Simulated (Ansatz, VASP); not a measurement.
CaO in VASP and in Ansatz

```xyz
2
Lattice="0.0000 2.5225 2.3755 2.5225 0.0000 2.3755 2.5225 2.5225 0.0000" Properties=species:S:1:pos:R:3 pbc="T T T"
Ca    0.0000    0.0000    0.0000
O     2.5225    2.5225    2.3755
```

Change from the starting cell: strain +0.030 along x and y, -0.030 along z, atoms carried along.

Alike in both runs: task single point; functional PBE; k mesh 8 × 8 × 8; occupations gaussian, width 0.05 eV; no spin polarisation.

```csv
,VASP,Ansatz
version,VASP 6.6.1,Ansatz 0.2.0
potentials or method,"VASP PAW PBE potentials, release 64 (Ca_sv, O), cutoff 520 eV","scalar-relativistic, plane waves, PAW"
valence electrons in the cell,16,16
```

|  | VASP | Ansatz | Ansatz less VASP |
| --- | --- | --- | --- |
| gap on the k mesh at the Fermi level (eV) | 3.45 | 3.47 | +0.018 |
| least direct gap on the mesh (eV) | 3.90 | 3.91 | +0.016 |
| pressure (GPa) | -5.2 | -5.6 | -0.42 |
| traceless stress, the component that is largest in VASP (GPa) | 4.46 | 4.23 | -0.223 |

The functional is the same, so the differences come from potentials, cutoffs and numerics.
